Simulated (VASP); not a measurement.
Set up this calculation in VASP 6.6.1, as the native input.

| Property | Result |
| --- | --- |
| Task | single point |
| Functional | PBE |
| Potentials or basis | VASP PAW PBE potentials, release 64 (Sr_sv) |
| Cutoff | 520 eV |
| k mesh | 9 × 9 × 9 |
| Occupations | gaussian, width 0.1 eV |
| Spin | no spin polarisation |
| Dipole correction | no |
| Further INCAR settings | ALGO = Fast; EDIFF = 1e-06; NBANDS = 11 |

The structure of Sr lies in POSCAR:

```
Sr
1.0
   -2.3801670000      2.4775910000      2.4246930000
    2.3779460000     -2.5185890000      2.4634700000
    2.3656120000      2.5040340000     -2.4656910000
Sr
1
Direct
    0.0136030000      0.0059810000     -0.0139020000
```

The input as run:

INCAR

```
  PREC = Accurate
  ENCUT = 520
  EDIFF = 1E-6
  ISMEAR = 0
  SIGMA = 0.1
  LREAL = False
  LASPH = True
  NELM = 60
  ALGO = Fast
  ISIF = 2
  LWAVE = False
  LCHARG = False
  GGA = PE
  NBANDS = 11
```

KPOINTS

```
Automatic mesh
0
Gamma
  9 9 9
```

Potentials or basis: VASP PAW PBE potentials, release 64 (Sr_sv).

Launch:

```sh
$ cat potpaw_PBE.64/Sr_sv/POTCAR > POTCAR
$ mpirun -np 1 vasp_std > vasp.out
```

It gave:

- Pressure: -0.7 GPa
- Band gap on the k mesh: zero (bands 5 and 6 overlap by 0.22 eV)

It took 4.8 min on 1 thread of Oxide Virtual Turin-like Processor (shared host), peak memory 0.32 GiB.
